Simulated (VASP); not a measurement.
# PbSe (Cmcm) in VASP: single point with LDA

Aim: the single point of PbSe with LDA.

All numbers are computed with VASP 6.6.1; they aren't measurements. Logs are shortened: lines on timing, memory, paths and dates and some standing lists are left out, and cuts for length are marked.

## Step 1: The cell of the first run

Symmetry: Cmcm, No. 63, orthorhombic system. Conventional cell: a = 4.310 Å, b = 12.268 Å, c = 4.450 Å, α = 90.00°, β = 90.00°, γ = 90.00°. Within 3.7 Å of Pb (site symmetry m2m) lie 5 Se at 2.82 to 3.10 Å. Within 3.7 Å of Se (site symmetry m2m) lie 5 Pb at 2.82 to 3.10 Å.

## Step 2: Single point, LDA

INCAR

```
SYSTEM = PbSe
  PREC = Accurate
  ENCUT = 520
  EDIFF = 1E-6
  ISMEAR = 0
  SIGMA = 0.05
  LREAL = .False.
  LASPH = .True.
  NELM = 60
  ALGO = Normal
  ISIF = 2
  LWAVE = .False.
  LCHARG = .True.
  GGA = CA
  LELF = .True.
  LVHAR = .True.
  NBANDS = 28
```

KPOINTS

```
regular mesh
0
Gamma
  8 8 6
  0 0 0
```

POSCAR

```
PbSe
1.0
    2.1548765900     -6.1339473500      0.0000000000
    2.1548765900      6.1339473500      0.0000000000
    0.0000000000      0.0000000000      4.4504935700
Pb Se
2 2
Direct
    0.6317607300      0.3682392700      0.7500000000
    0.3682392700      0.6317607300      0.2500000000
    0.8612899600      0.1387100400      0.7500000000
    0.1387100400      0.8612899600      0.2500000000
```

Potentials or basis: VASP PAW LDA potentials, release 64 (Pb_d, Se).

Started as:

```bash
$ cat potpaw_LDA.64/Pb_d/POTCAR potpaw_LDA.64/Se/POTCAR > POTCAR
$ mpirun -np 1 vasp_std > vasp.out
```

OUTCAR:

```text
SYSTEM = PbSe
   PREC = Accurate
   ENCUT = 520
   EDIFF = 1E-6
   ISMEAR = 0
   LREAL = .False.
   LASPH = .True.
   NELM = 60
   ISIF = 2
   GGA = CA

 ion  position               nearest neighbor table
   1  0.632  0.368  0.750-   3 2.82   4 3.10   4 3.10   4 3.10   4 3.10   2 3.92   2 3.92
   2  0.368  0.632  0.250-   4 2.82   3 3.10   3 3.10   3 3.10   3 3.10   1 3.92   1 3.92
   3  0.861  0.139  0.750-   1 2.82   2 3.10   2 3.10   2 3.10   2 3.10
   4  0.139  0.861  0.250-   2 2.82   1 3.10   1 3.10   1 3.10   1 3.10

  LATTYP: Found a base centered orthorhombic cell.
 ALAT       =     4.3097531800
 B/A-ratio  =     2.8465422932
 C/A-ratio  =     1.0326562530

  Lattice vectors:

 A1 = (   2.1548765900,  -6.1339473500,   0.0000000000)
 A2 = (   2.1548765900,   6.1339473500,   0.0000000000)
 A3 = (   0.0000000000,   0.0000000000,   4.4504935700)

Analysis of symmetry for initial positions (statically):
=====================================================================
 Subroutine PRICEL returns:
 Original cell was already a primitive cell.

 Routine SETGRP: Setting up the symmetry group for a
 base centered orthorhombic supercell.

 Subroutine GETGRP returns: Found  8 space group operations
 (whereof  4 operations were pure point group operations)
 out of a pool of  8 trial point group operations.

The static configuration has the point symmetry C_2h.
 The point group associated with its full space group is D_2h.

Analysis of symmetry for dynamics (positions and initial velocities):
=====================================================================
 Subroutine PRICEL returns:
 Original cell was already a primitive cell.

 Routine SETGRP: Setting up the symmetry group for a
 base centered orthorhombic supercell.

 Subroutine GETGRP returns: Found  8 space group operations
 (whereof  4 operations were pure point group operations)
 out of a pool of  8 trial point group operations.

The dynamic configuration has the point symmetry C_2h.
 The point group associated with its full space group is D_2h.

 Subroutine INISYM returns: Found  8 space group operations
 (whereof  4 operations are pure point group operations),
 and found     1 'primitive' translations

----------------------------------------------------------------------------------------

                                     Primitive cell

  volume of cell :     117.6524

  direct lattice vectors                    reciprocal lattice vectors
     2.154876590 -6.133947350  0.000000000     0.232031849 -0.081513579  0.000000000
     2.154876590  6.133947350  0.000000000     0.232031849  0.081513579  0.000000000
     0.000000000  0.000000000  4.450493570     0.000000000  0.000000000  0.224694179

  length of vectors
     6.501446240  6.501446240  4.450493570     0.245933411  0.245933411  0.224694179

  position of ions in fractional coordinates (direct lattice)
     0.631760730  0.368239270  0.750000000
     0.368239270  0.631760730  0.250000000
     0.861289960  0.138710040  0.750000000
     0.138710040  0.861289960  0.250000000

  ion indices of the primitive-cell ions
   primitive index   ion index
                 1           1
                 2           2
                 3           3
                 4           4

----------------------------------------------------------------------------------------

 KPOINTS: regular mesh

Automatic generation of k-mesh.
 Grid dimensions read from file:
 generate k-points for:    8    8    6

 Generating k-lattice:

  Cartesian coordinates                     Fractional coordinates (reciprocal lattice)
     0.029003981 -0.010189197  0.000000000     0.125000000  0.000000000  0.000000000
     0.029003981  0.010189197  0.000000000     0.000000000  0.125000000  0.000000000
     0.000000000  0.000000000  0.037449030     0.000000000  0.000000000  0.166666667

  Length of vectors
     0.030741676  0.030741676  0.037449030

  Shift w.r.t. Gamma in fractional coordinates (k-lattice)
     0.000000000  0.000000000  0.000000000

 Subroutine IBZKPT returns following result:
 ===========================================

 Found     84 irreducible k-points:

 Following reciprocal coordinates:
            Coordinates               Weight
  0.000000  0.000000  0.000000      1.000000
  0.125000  0.000000  0.000000      4.000000
  0.250000  0.000000  0.000000      4.000000
  0.375000  0.000000  0.000000      4.000000
  0.500000  0.000000  0.000000      2.000000
  0.125000  0.125000  0.000000      2.000000
[... 16 lines left out ...]
  0.125000  0.000000  0.166667      8.000000
  0.250000  0.000000  0.166667      8.000000
 [... further k-points ...]
   k-points           NKPTS =     84   k-points in BZ     NKDIM =     84   number of bands    NBANDS=     28
   number of dos      NEDOS =    301   number of ions     NIONS =      4
   total plane-waves  NPLWV =  82944
   dimension x,y,z NGX =    48 NGY =   48 NGZ =   36
   dimension x,y,z NGXF=    96 NGYF=   96 NGZF=   72
   ions per type =               2   2
   NGX,Y,Z   is equivalent  to a cutoff of  12.27, 12.27, 13.45 a.u.
   NGXF,Y,Z  is equivalent  to a cutoff of  24.55, 24.55, 26.90 a.u.
 SYSTEM =  PbSe
   PREC   = accura    normal or accurate (medium, high low for compatibility)
   ISTART =      0    job   : 0-new  1-cont  2-samecut
   ICHARG =      2    charge: 1-file 2-atom 10-const
   ISPIN  =      1    spin polarized calculation?
   LNONCOLLINEAR =      F non collinear calculations
   LSORBIT =      F    spin-orbit coupling
   LASPH  =      T    aspherical Exc in radial PAW
   ENCUT  =  520.0 eV  38.22 Ry    6.18 a.u.  12.09 12.09  8.27*2*pi/ulx,y,z
   NELM   =     60;   NELMIN=  2; NELMDL= -5     # of ELM steps
   EDIFF  = 0.1E-05   stopping-criterion for ELM
   LREAL  =      F    real-space projection
   EDIFFG = 0.1E-04   stopping-criterion for IOM
   NSW    =      0    number of steps for IOM
   IBRION =     -1    ionic relax: 0-MD 1-quasi-New 2-CG
   NFREE  =      0    steps in history (QN), initial steepest desc. (CG)
   ISIF   =      2    stress and relaxation
   ISYM   =      2    0-nonsym 1-usesym 2-fastsym
   POTIM  = 0.5000    time-step for ionic-motion
   TEBEG  =    0.0;   TEEND  =   0.0 temperature during run
   PSTRESS=    0.0 pullay stress
   NELECT =      40.0000    total number of electrons
   NUPDOWN=      -1.0000    fix difference up-down
   EMIN   =  10.00;   EMAX   =-10.00  energy-range for DOS
   EFERMI =   0.00;   METHOD = LEGACY
   ISMEAR =     0;   SIGMA  =   0.05  broadening in eV -4-tet -1-fermi 0-gaus
   EFERMI_NEDOS =   21; number of points for ismear=-14 and -15
   IALGO  =     38    algorithm
   IMIX   =      4    mixing-type and parameters
     AMIX     =   0.40;   BMIX     =  1.00
     AMIX_MAG =   1.60;   BMIX_MAG =  1.00
  volume/ion in A,a.u.               =      29.41       198.49
  Fermi-wavevector in a.u.,A,eV,Ry     =   1.142601  2.159203 17.762912  1.305537
  Thomas-Fermi vector in A             =   2.279299
   LORBIT       =      0    0 simple, 1 ext, 2 COOP (PROOUT), +10 PAW based schemes
   GGA     = CA    functional components
   LHFCALC =     F    Hartree Fock is set to
   AEXX    =    0.0000 exact exchange contribution
   IVDW    =     0    specifies the selected vdW correction
   LEPSILON=     F    determine dielectric tensor
   LRPA    =     F    only Hartree local field effects (RPA)
 non-spin polarized calculation
 Gauss-broadening in eV      SIGMA  =   0.05
  energy-cutoff  :      520.00
  volume of cell :      117.65
 maximum number of plane-waves:      3192
   NGX = 25   NGY = 25   NGZ = 17

 number of electron      39.9999994 magnetization

 Free energy of the ion-electron system (eV)
  ---------------------------------------------------
  ext. energy  EPLUGINS =         0.00000000
  ---------------------------------------------------
  free energy    TOTEN  =       -18.63762844 eV

  energy without entropy =      -18.63762844  energy(sigma->0) =      -18.63762844

 E-fermi :   4.3350     XC(G=0):  -9.7414

 val. band max:        4.1069974058   @ k =   0.2500   0.1250   0.0000
 cond. band min:       5.0725126741   @ k =   0.3750   0.3750   0.0000
 fundamental gap:      0.9655152683
 Fermi energy:         4.3350452128

 k-point     1 :       0.0000    0.0000    0.0000
  band No.  band energies     occupation
      1     -12.3159      2.00000
      2     -12.2283      2.00000
      3     -12.2203      2.00000
      4     -12.2188      2.00000
      5     -12.2010      2.00000
      6     -12.1946      2.00000
[... 20 lines left out ...]
     27       9.5302      0.00000
     28      10.9626      0.00000

 k-point     2 :       0.1250    0.0000    0.0000
  band No.  band energies     occupation
      1     -12.3081      2.00000
      2     -12.2253      2.00000
      3     -12.2200      2.00000
      4     -12.2131      2.00000
      5     -12.2048      2.00000
      6     -12.1955      2.00000
[... 20 lines left out ...]
     27       9.7495      0.00000
     28      11.0777      0.00000

 k-point     3 :       0.2500    0.0000    0.0000
  band No.  band energies     occupation
      1     -12.2880      2.00000
      2     -12.2212      2.00000
      3     -12.2209      2.00000
      4     -12.2138      2.00000
      5     -12.2010      2.00000
      6     -12.1966      2.00000
[... 20 lines left out ...]
     27      10.6354      0.00000
     28      11.5497      0.00000

 k-point     4 :       0.3750    0.0000    0.0000
  band No.  band energies     occupation
      1     -12.2635      2.00000
      2     -12.2255      2.00000
      3     -12.2254      2.00000
      4     -12.2231      2.00000
      5     -12.1972      2.00000
      6     -12.1945      2.00000
[... 578 lines left out ...]
     27       9.5731      0.00000
     28      11.5110      0.00000

 k-point    23 :       0.1250    0.0000    0.1667
  band No.  band energies     occupation
      1     -12.2976      2.00000
      2     -12.2278      2.00000
      3     -12.2204      2.00000
      4     -12.2122      2.00000
      5     -12.2087      2.00000
      6     -12.2008      2.00000
[... 20 lines left out ...]
     27      10.3985      0.00000
     28      11.5825      0.00000

 k-point    24 :       0.2500    0.0000    0.1667
  band No.  band energies     occupation
      1     -12.2857      2.00000
      2     -12.2343      2.00000
      3     -12.2223      2.00000
      4     -12.2123      2.00000
      5     -12.2074      2.00000
      6     -12.1905      2.00000
[... 20 lines left out ...]
     27      11.1562      0.00000
     28      11.4984      0.00000

 [... further k-points ...]
[... 5 lines left out ...]
  --------------------------------------------------------------------------------------
  -------------------------------------------------------------------------------------
  Total       -2.3874657     -2.0702850     -2.5163405      0.0000000     -0.0000000      0.0000000
  in kB      -32.5122551    -28.1929220    -34.2672587      0.0000000     -0.0000000      0.0000000
  external PRESSURE =     -31.6574786 kB  Pullay stress =       0.0000000 kB

 VOLUME and BASIS-vectors are now :
 -----------------------------------------------------------------------------
  energy-cutoff  :      520.00
  volume of cell :      117.65
      direct lattice vectors                 reciprocal lattice vectors
     2.154876590 -6.133947350  0.000000000     0.232031849 -0.081513579  0.000000000
     2.154876590  6.133947350  0.000000000     0.232031849  0.081513579  0.000000000
     0.000000000  0.000000000  4.450493570     0.000000000  0.000000000  0.224694179

 POSITION                                       TOTAL-FORCE (eV/Angst)
 -----------------------------------------------------------------------------------
      2.15488     -1.61643      3.33787         0.000000     -0.076837     -0.000000
      2.15488      1.61643      1.11262         0.000000      0.076837      0.000000
      2.15488     -4.43227      3.33787         0.000000      0.013811     -0.000000
      2.15488      4.43227      1.11262         0.000000     -0.013811      0.000000
 -----------------------------------------------------------------------------------
    total drift:                                0.000000     -0.000000     -0.000000

  FREE ENERGIE OF THE ION-ELECTRON SYSTEM (eV)
  ---------------------------------------------------
  free  energy   TOTEN  =       -18.6376284390 eV

  energy  without entropy=      -18.6376284390  energy(sigma->0) =      -18.63762844
```

It took 4 min on 1 thread of Intel Xeon Platinum 8375C at 2.90GHz (Ice Lake), shared host; peak memory 0.39 GiB.

Results:

- Free energy: -18.6376 eV
- Pressure: -3.2 GPa
- Largest force: 0.077 eV/Å
- Band gap on the k mesh: 0.97 eV (least direct gap 1.07 eV)

Forces in eV/Å, atoms in the order of the input:
```
Pb   0.000 -0.077  0.000
Pb   0.000  0.077  0.000
Se   0.000  0.014  0.000
Se   0.000 -0.014  0.000
```

Stress tensor (GPa, compression positive):
```
-3.25  0.00  0.00
 0.00 -2.82  0.00
 0.00  0.00 -3.43
```

Caveat: the cell stands under tension; spin-orbit coupling is left out, which moves the levels of the heavy elements.
